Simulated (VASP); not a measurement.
# BaLiMnF (P4/nmm) in VASP: single point with PBE

Aim: the single point of BaLiMnF with PBE.

All numbers are computed with VASP 6.6.1; they aren't measurements. Logs are shortened: lines on timing, memory, paths and dates and some standing lists are left out, and cuts for length are marked.

### Step 1. The cell of the first run

The structure is tetragonal, space group P4/nmm (No. 129). The conventional cell has a = 4.105 Å, b = 4.105 Å, c = 9.536 Å, α = 90.00°, β = 90.00°, γ = 90.00°. Ba (site symmetry 4mm) has 4 F at 2.64 Å and 4 Li at 3.38 Å within 3.5 Å. Within 3.3 Å of Mn (site symmetry -4m2) lie 4 Li at 2.47 Å and 4 Mn at 2.90 Å. Li (site symmetry 4mm) has 4 Mn at 2.47 Å and 4 Ba at 3.38 Å within 3.4 Å. Within 3.5 Å of F (site symmetry -4m2) lie 4 Ba at 2.64 Å and 4 F at 2.90 Å.

### Step 2. Single point, PBE

Input file INCAR:

```
SYSTEM = BaLiMnF
PREC = Accurate
ENCUT = 880
EDIFF = 1E-6
ISMEAR = -5
SIGMA = 0.1
LREAL = .False.
LASPH = .True.
NELM = 120
ALGO = Normal
ISIF = 2
LWAVE = .False.
LCHARG = .True.
GGA = PE
LELF = .True.
LVHAR = .True.
NBANDS = 45
GGA_COMPAT = .False.
```

Input file KPOINTS:

```
regular mesh
0
Gamma
  4 4 2
  0 0 0
```

Input file POSCAR:

```
BaLiMnF
1.0
    4.1049053830      0.0000000000      0.0000000000
    0.0000000000      4.1049053830      0.0000000000
    0.0000000000      0.0000000000      9.5355845735
Ba Mn Li F
2 2 2 2
Direct
    0.2500000000      0.2500000000      0.3264253401
    0.7500000000      0.7500000000      0.6735746599
    0.2500000000      0.7500000000      0.0000000000
    0.7500000000      0.2500000000      0.0000000000
    0.7500000000      0.7500000000      0.1442862533
    0.2500000000      0.2500000000      0.8557137467
    0.2500000000      0.7500000000      0.5000000000
    0.7500000000      0.2500000000      0.5000000000
```

Potentials or basis: VASP PAW PBE potentials, release 64 (Ba_sv, Mn_sv, Li_sv, F).

Started as:

```bash
$ cat potpaw_PBE.64/Ba_sv/POTCAR potpaw_PBE.64/Mn_sv/POTCAR potpaw_PBE.64/Li_sv/POTCAR potpaw_PBE.64/F/POTCAR > POTCAR
$ mpirun -np 1 vasp_std > vasp.out
```

OUTCAR:

```text
SYSTEM = BaLiMnF
   PREC = Accurate
   ENCUT = 880
   EDIFF = 1E-6
   ISMEAR = -5
   LREAL = .False.
   LASPH = .True.
   NELM = 120
   ISIF = 2
   GGA = PE

 ion  position               nearest neighbor table
   1  0.250  0.250  0.326-   7 2.64   8 2.64   7 2.64   8 2.64   5 3.38   5 3.38   5 3.38   5 3.38
                             4 3.73   3 3.73   4 3.73   3 3.73   2 4.40   2 4.40   2 4.40   2 4.40
   2  0.750  0.750  0.674-   7 2.64   8 2.64   8 2.64   7 2.64   6 3.38   6 3.38   6 3.38   6 3.38
                             3 3.73   4 3.73   4 3.73   3 3.73   1 4.40   1 4.40   1 4.40   1 4.40
   3  0.250  0.750  0.000-   5 2.47   6 2.47   6 2.47   5 2.47   1 3.73   1 3.73   2 3.73   2 3.73

   4  0.750  0.250  0.000-   5 2.47   6 2.47   5 2.47   6 2.47   2 3.73   1 3.73   1 3.73   2 3.73

   5  0.750  0.750  0.144-   3 2.47   4 2.47   4 2.47   3 2.47   1 3.38   1 3.38   1 3.38   1 3.38

   6  0.250  0.250  0.856-   3 2.47   4 2.47   3 2.47   4 2.47   2 3.38   2 3.38   2 3.38   2 3.38

   7  0.250  0.750  0.500-   1 2.64   2 2.64   1 2.64   2 2.64
   8  0.750  0.250  0.500-   1 2.64   2 2.64   2 2.64   1 2.64

  LATTYP: Found a simple tetragonal cell.
 ALAT       =     4.1049053830
 C/A-ratio  =     2.3229730490

  Lattice vectors:

 A1 = (   4.1049053830,   0.0000000000,   0.0000000000)
 A2 = (   0.0000000000,   4.1049053830,   0.0000000000)
 A3 = (   0.0000000000,   0.0000000000,   9.5355845735)

Analysis of symmetry for initial positions (statically):
=====================================================================
 Subroutine PRICEL returns:
 Original cell was already a primitive cell.

 Routine SETGRP: Setting up the symmetry group for a
 simple tetragonal supercell.

 Subroutine GETGRP returns: Found 16 space group operations
 (whereof  4 operations were pure point group operations)
 out of a pool of 16 trial point group operations.

The static configuration has the point symmetry C_2h.
 The point group associated with its full space group is D_4h.

Analysis of symmetry for dynamics (positions and initial velocities):
=====================================================================
 Subroutine PRICEL returns:
 Original cell was already a primitive cell.

 Routine SETGRP: Setting up the symmetry group for a
 simple tetragonal supercell.

 Subroutine GETGRP returns: Found 16 space group operations
 (whereof  4 operations were pure point group operations)
 out of a pool of 16 trial point group operations.

The dynamic configuration has the point symmetry C_2h.
 The point group associated with its full space group is D_4h.

 Subroutine INISYM returns: Found 16 space group operations
 (whereof  4 operations are pure point group operations),
 and found     1 'primitive' translations

----------------------------------------------------------------------------------------

                                     Primitive cell

  volume of cell :     160.6770

  direct lattice vectors                    reciprocal lattice vectors
     4.104905383  0.000000000  0.000000000     0.243610974  0.000000000  0.000000000
     0.000000000  4.104905383  0.000000000     0.000000000  0.243610974  0.000000000
     0.000000000  0.000000000  9.535584573     0.000000000  0.000000000  0.104870340

  length of vectors
     4.104905383  4.104905383  9.535584573     0.243610974  0.243610974  0.104870340

  position of ions in fractional coordinates (direct lattice)
     0.250000000  0.250000000  0.326425340
     0.750000000  0.750000000  0.673574660
     0.250000000  0.750000000  0.000000000
     0.750000000  0.250000000  0.000000000
     0.750000000  0.750000000  0.144286253
     0.250000000  0.250000000  0.855713747
     0.250000000  0.750000000  0.500000000
     0.750000000  0.250000000  0.500000000

  ion indices of the primitive-cell ions
   primitive index   ion index
                 1           1
                 2           2
                 3           3
                 4           4
                 5           5
                 6           6
                 7           7
                 8           8

----------------------------------------------------------------------------------------

 KPOINTS: regular mesh

Automatic generation of k-mesh.
 Grid dimensions read from file:
 generate k-points for:    4    4    2

 Generating k-lattice:

  Cartesian coordinates                     Fractional coordinates (reciprocal lattice)
     0.060902744  0.000000000  0.000000000     0.250000000  0.000000000  0.000000000
     0.000000000  0.060902744  0.000000000     0.000000000  0.250000000  0.000000000
     0.000000000  0.000000000  0.052435170     0.000000000  0.000000000  0.500000000

  Length of vectors
     0.060902744  0.060902744  0.052435170

  Shift w.r.t. Gamma in fractional coordinates (k-lattice)
     0.000000000  0.000000000  0.000000000

 TETIRR: Found     48 inequivalent tetrahedra from      192

 Subroutine IBZKPT returns following result:
 ===========================================

 Found     12 irreducible k-points:

 Following reciprocal coordinates:
            Coordinates               Weight
  0.000000  0.000000  0.000000      1.000000
  0.250000  0.000000  0.000000      4.000000
  0.500000  0.000000  0.000000      2.000000
  0.250000  0.250000  0.000000      4.000000
  0.500000  0.250000  0.000000      4.000000
  0.500000  0.500000  0.000000      1.000000
  0.000000  0.000000  0.500000      1.000000
  0.250000  0.000000  0.500000      4.000000
  0.500000  0.000000  0.500000      2.000000
  0.250000  0.250000  0.500000      4.000000
  0.500000  0.250000  0.500000      4.000000
  0.500000  0.500000  0.500000      1.000000
   k-points           NKPTS =     12   k-points in BZ     NKDIM =     12   number of bands    NBANDS=     45
   number of dos      NEDOS =    301   number of ions     NIONS =      8
   total plane-waves  NPLWV = 153600
   dimension x,y,z NGX =    40 NGY =   40 NGZ =   96
   dimension x,y,z NGXF=    80 NGYF=   80 NGZF=  192
   ions per type =               2   2   2   2
   NGX,Y,Z   is equivalent  to a cutoff of  16.20, 16.20, 16.74 a.u.
   NGXF,Y,Z  is equivalent  to a cutoff of  32.40, 32.40, 33.47 a.u.
 SYSTEM =  BaLiMnF
   PREC   = accura    normal or accurate (medium, high low for compatibility)
   ISTART =      0    job   : 0-new  1-cont  2-samecut
   ICHARG =      2    charge: 1-file 2-atom 10-const
   ISPIN  =      1    spin polarized calculation?
   LNONCOLLINEAR =      F non collinear calculations
   LSORBIT =      F    spin-orbit coupling
   LASPH  =      T    aspherical Exc in radial PAW
   ENCUT  =  880.0 eV  64.68 Ry    8.04 a.u.   9.93  9.93 23.06*2*pi/ulx,y,z
   NELM   =    120;   NELMIN=  2; NELMDL= -5     # of ELM steps
   EDIFF  = 0.1E-05   stopping-criterion for ELM
   LREAL  =      F    real-space projection
   EDIFFG = 0.1E-04   stopping-criterion for IOM
   NSW    =      0    number of steps for IOM
   IBRION =     -1    ionic relax: 0-MD 1-quasi-New 2-CG
   NFREE  =      0    steps in history (QN), initial steepest desc. (CG)
   ISIF   =      2    stress and relaxation
   ISYM   =      2    0-nonsym 1-usesym 2-fastsym
   POTIM  = 0.5000    time-step for ionic-motion
   TEBEG  =    0.0;   TEEND  =   0.0 temperature during run
   PSTRESS=    0.0 pullay stress
   NELECT =      70.0000    total number of electrons
   NUPDOWN=      -1.0000    fix difference up-down
   EMIN   =  10.00;   EMAX   =-10.00  energy-range for DOS
   EFERMI =   0.00;   METHOD = LEGACY
   ISMEAR =    -5;   SIGMA  =   0.10  broadening in eV -4-tet -1-fermi 0-gaus
   EFERMI_NEDOS =   21; number of points for ismear=-14 and -15
   IALGO  =     38    algorithm
   IMIX   =      4    mixing-type and parameters
     AMIX     =   0.40;   BMIX     =  1.00
     AMIX_MAG =   1.60;   BMIX_MAG =  1.00
  volume/ion in A,a.u.               =      20.08       135.54
  Fermi-wavevector in a.u.,A,eV,Ry     =   1.241051  2.345246 20.955797  1.540208
  Thomas-Fermi vector in A             =   2.375465
   LORBIT       =      0    0 simple, 1 ext, 2 COOP (PROOUT), +10 PAW based schemes
   GGA     = PE    functional components
   LHFCALC =     F    Hartree Fock is set to
   AEXX    =    0.0000 exact exchange contribution
   IVDW    =     0    specifies the selected vdW correction
   LEPSILON=     F    determine dielectric tensor
   LRPA    =     F    only Hartree local field effects (RPA)
 non-spin polarized calculation
 Fermi weights with tetrahedron method with Bloechl corrections
  energy-cutoff  :      880.00
  volume of cell :      160.68
 maximum number of plane-waves:      9550
 NGX is ok and might be reduce to    40
   NGX = 19   NGY = 19   NGZ = 47

 number of electron      69.9999998 magnetization

 Free energy of the ion-electron system (eV)
  ---------------------------------------------------
  ext. energy  EPLUGINS =         0.00000000
  ---------------------------------------------------
  free energy    TOTEN  =       -34.94498500 eV

  energy without entropy =      -34.94498500  energy(sigma->0) =      -34.94498500

 E-fermi :   3.9315     XC(G=0):  -9.2976

 val. band max:        3.9194532625   @ k =   0.5000   0.2500   0.0000
 cond. band min:       3.9549478416   @ k =   0.5000   0.0000   0.0000
 fundamental gap:      0.0354945791
 Fermi energy:         3.9315082980

 k-point     1 :       0.0000    0.0000    0.0000
  band No.  band energies     occupation
      1     -74.7876      2.00000
      2     -74.7740      2.00000
      3     -43.6427      2.00000
      4     -43.6427      2.00000
      5     -43.5709      2.00000
      6     -43.5709      2.00000
[... 37 lines left out ...]
     44       6.2502      0.00000
     45       8.3021      0.00000

 k-point     2 :       0.2500    0.0000    0.0000
  band No.  band energies     occupation
      1     -74.7856      2.00000
      2     -74.7760      2.00000
      3     -43.6335      2.00000
      4     -43.6322      2.00000
      5     -43.5828      2.00000
      6     -43.5814      2.00000
[... 472 lines left out ...]
 k-point    12 :       0.5000    0.5000    0.5000
  band No.  band energies     occupation
      1     -74.7808      2.00000
      2     -74.7808      2.00000
      3     -43.6542      2.00000
      4     -43.6542      2.00000
      5     -43.5644      2.00000
      6     -43.5644      2.00000
[... 37 lines left out ...]
     44       5.8563      0.00000
     45       9.5342      0.00000

------------------------ aborting loop because EDIFF is reached ----------------------------------------

  FORCE on cell =-STRESS in cart. coord.  units (eV):
  Direction    XX          YY          ZZ          XY          YZ          ZX
  --------------------------------------------------------------------------------------
  -------------------------------------------------------------------------------------
  Total        0.4855427      0.4855427      0.7202351      0.0000000      0.0000000      0.0000000
  in kB        4.8415496      4.8415496      7.1817659      0.0000000      0.0000000      0.0000000
  external PRESSURE =       5.6216217 kB  Pullay stress =       0.0000000 kB

 VOLUME and BASIS-vectors are now :
 -----------------------------------------------------------------------------
  energy-cutoff  :      880.00
  volume of cell :      160.68
      direct lattice vectors                 reciprocal lattice vectors
     4.104905383  0.000000000  0.000000000     0.243610974  0.000000000  0.000000000
     0.000000000  4.104905383  0.000000000     0.000000000  0.243610974  0.000000000
     0.000000000  0.000000000  9.535584573     0.000000000  0.000000000  0.104870340

 POSITION                                       TOTAL-FORCE (eV/Angst)
 -----------------------------------------------------------------------------------
      1.02623      1.02623      3.11266        -0.000000      0.000000     -0.143426
      3.07868      3.07868      6.42293        -0.000000      0.000000      0.143426
      1.02623      3.07868      0.00000         0.000000     -0.000000      0.000000
      3.07868      1.02623      0.00000        -0.000000     -0.000000      0.000000
      3.07868      3.07868      1.37585        -0.000000      0.000000     -0.007535
      1.02623      1.02623      8.15973        -0.000000      0.000000      0.007535
      1.02623      3.07868      4.76779        -0.000000      0.000000      0.000000
      3.07868      1.02623      4.76779        -0.000000      0.000000      0.000000
 -----------------------------------------------------------------------------------
    total drift:                               -0.000000      0.000000      0.000000

  FREE ENERGIE OF THE ION-ELECTRON SYSTEM (eV)
  ---------------------------------------------------
  free  energy   TOTEN  =       -34.9449850038 eV

  energy  without entropy=      -34.9449850038  energy(sigma->0) =      -34.94498500
```

Wall time 6 min (1 thread of Intel Xeon Platinum 8259CL at 2.50GHz (Skylake/Cascade Lake), shared host); peak memory 0.51 GiB.

What came out:

```
Free energy            : -34.9450 eV
Pressure               : 0.6 GPa
Largest force          : 0.143 eV/Å
Band gap on the k mesh : zero (bands 35 and 36 overlap by 0.57 eV)
```

Forces on the atoms (eV/Å):
```
Ba   0.000  0.000 -0.143
Ba   0.000  0.000  0.143
Mn   0.000  0.000  0.000
Mn   0.000  0.000  0.000
Li   0.000  0.000 -0.008
Li   0.000  0.000  0.008
F    0.000  0.000  0.000
F    0.000  0.000  0.000
```

Caveat: the k points lie up to 0.38 Å⁻¹ apart, too coarse for converged energies and pressures of a metal; spin-orbit coupling is left out, which moves the levels of the heavy elements; the run has no spin polarisation, though such a crystal can be magnetic; tetrahedron occupations give inexact forces and stress in metals.

The gap in the log of VASP goes by the Fermi energy; the results here count the filled bands.